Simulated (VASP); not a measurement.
Pd:

```
Pd
1.0
     0.00000    1.97211    1.97211
     1.97211    0.00000    1.97211
     1.97211    1.97211    0.00000
Pd
1
Direct
  0.00000 0.00000 0.00000
```

Base run:

- Program: VASP 6.6.1
- Functional: PBE
- Dispersion: D3(BJ)
- Potentials or basis: VASP PAW PBE potentials, release 64 (Pd)
- Cutoff: 520 eV
- k mesh: 12 × 12 × 12
- Occupations: fermi-dirac, width 0.05 eV
- Spin: no spin polarisation

Its results: band gap on the k mesh zero (band 5 reaches 9.39 eV, above the bottom of band 6 at 7.91 eV); pressure -7.6 GPa.

Question: After a change of settings the same cell gave: band gap on the k mesh zero (band 5 reaches 9.90 eV, above the bottom of band 6 at 8.40 eV); pressure -5.8 GPa. Which change was it?
A. functional from PBE to r2SCAN; dispersion from D3(BJ) to none; cutoff from 520 eV to 550 eV
B. functional from PBE to PBEsol; further incar settings from ALGO = Normal; EDIFF = 1e-06; NBANDS = 11 to ALGO = Fast; EDIFF = 1e-07; NBANDS = 11
C. functional from PBE to BLYP
D. dispersion from D3(BJ) to none; further incar settings from ALGO = Normal; EDIFF = 1e-06; NBANDS = 11 to ALGO = Normal; EDIFF = 1e-07; NBANDS = 11

Answer: C.

BLYP binds less tightly than PBE, so the same cell stands under more pressure.

Caveats: pairwise dispersion overbinds metals, which lowers pressure and volume; the PAW data sets were made with another functional, which shifts forces and pressure a little (some runs).
